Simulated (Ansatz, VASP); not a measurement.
TaHO2 in VASP and in Ansatz

```
Ta H O
1.0
     2.91077    0.00000    0.00000
    -1.45539    2.52080    0.00000
     0.00000    0.00000   10.32244
Ta H O
2 2 4
Direct
  0.66667 0.33333 0.75000
  0.33333 0.66667 0.25000
  0.00000 0.00000 0.00000
  0.00000 0.00000 0.50000
  0.33333 0.66667 0.87452
  0.33333 0.66667 0.62548
  0.66667 0.33333 0.37452
  0.66667 0.33333 0.12548
```

Alike in both runs: functional PBE; k mesh 12 × 12 × 4; occupations gaussian, width 0.1 eV; no spin polarisation.

Ansatz relaxed the structure, and its values are those at the end. VASP's run is a single point on that final structure, the one shown.

|  | VASP | Ansatz |
| --- | --- | --- |
| version | VASP 6.6.1 | Ansatz 0.2.0 |
| potentials or method | VASP PAW PBE potentials, release 64 (Ta_sv_GW, H, O), cutoff 700 eV | scalar-relativistic, plane waves, PAW |
| valence electrons in the cell | 52 | 52 |

VASP gave:

* gap on the k mesh at the Fermi level (eV): none
* pressure (GPa): 0.0
* rms of the force components (eV/Å): 0.019

Task: What did Ansatz give for the same quantities?

Result: gap on the k mesh at the Fermi level (eV): none; pressure (GPa): 0.0; rms of the force components (eV/Å): 0.000.

A gap of «none» marks a metal or a gap that the smearing closes.

Neither program's run includes spin-orbit coupling.
